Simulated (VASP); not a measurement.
The system is SrB4.

```
CELL_PARAMETERS angstrom
0.00000 3.68820 0.00000
3.68820 0.00000 0.00000
1.84410 1.84410 -4.46488
ATOMIC_POSITIONS crystal
Sr 0.00000 0.00000 0.00000
B 0.38000 0.38000 0.24000
B 0.62000 0.62000 0.76000
B 0.75000 0.25000 0.50000
B 0.25000 0.75000 0.50000
```

- Program: VASP 6.6.1
- Task: relaxation of cell and atoms
- Functional: PBEsol
- Potentials or basis: VASP PAW PBE potentials, release 64 (Sr_sv, B)
- Cutoff: 600 eV
- k mesh: 7 × 7 × 7
- Occupations: fermi-dirac, width 0.1 eV
- Spin: no spin polarisation

At the start: pressure -24.1 GPa; volume 12.15 Å³/atom.

Problem. How do energy, volume and symmetry change on relaxing?

Solution. Over 33 steps the energy falls by 361.4 meV/atom and the volume is 10.46 Å³/atom (-13.9 %); space group I4/mmm (No. 139, to 0.1 Å) before and after.

Step by step:
```
step  energy change (eV)  largest force (eV/Å)  pressure (GPa)  volume (Å³)
   1              0.0000                1.3626          -24.15        60.73
   2             -1.1681                0.4715            9.98        46.01
   3             -1.2344                0.6951            0.94        48.25
   4             -1.2883                0.4720            0.97        48.31
   5             -1.4121                0.1372            2.51        48.48
   6             -1.4915                0.9664            9.57        48.66
   7             -1.5052                0.3813            6.52        48.61
   8             -1.5098                0.5688            7.64        48.63
   9             -1.5374                0.5900            7.00        48.95
  10             -1.6004                0.7149            5.33        49.90
  11             -1.6200                1.1574            3.24        51.76
  12             -1.6286                1.0172            3.71        51.22
  13             -1.6656                0.8108            2.28        51.54
  14             -1.7237                0.1863           -1.76        52.50
  15             -1.7259                0.0432           -2.66        52.73
  16             -1.7394                0.0040           -1.76        52.33
  17             -1.7582                0.0758            1.04        51.17
  18             -1.7585                0.0837            1.49        50.99
  19             -1.7658                0.1277            0.94        51.20
  20             -1.7800                0.2447           -0.49        51.80
  21             -1.7858                0.3946           -2.89        52.92
  22             -1.7893                0.3807           -2.73        52.91
  23             -1.7966                0.3631           -2.19        52.87
  24             -1.7832                0.3942           -0.84        52.74
  25             -1.7975                0.3609           -2.01        52.85
  26             -1.8014                0.2859           -1.47        52.68
  27             -1.8065                0.0696            0.19        52.15
  28             -1.8065                0.0638            0.23        52.14
  29             -1.8066                0.0540            0.17        52.17
  30             -1.8069                0.0247            0.00        52.27
  31             -1.8067                0.0336           -0.34        52.47
  32             -1.8070                0.0058           -0.11        52.33
  33             -1.8070                0.0030           -0.03        52.31
```

Final structure:
```yaml
crystal:
  lattice:
    - [0.00000, 3.13205, 0.00000]
    - [3.13205, 0.00000, 0.00000]
    - [1.56602, 1.56602, -5.33293]
  atoms:
    - { symbol: Sr, position: [0.00000, 0.00000, 0.00000] }
    - { symbol: B, position: [0.33452, 0.33452, 0.33095] }
    - { symbol: B, position: [0.66548, 0.66548, 0.66905] }
    - { symbol: B, position: [0.75000, 0.25000, 0.50000] }
    - { symbol: B, position: [0.25000, 0.75000, 0.50000] }
```

Caveat: a cell axis changed by over 15 % at a fixed basis, so the end point is rough; the PAW data sets were made with another functional, which shifts forces and pressure a little.
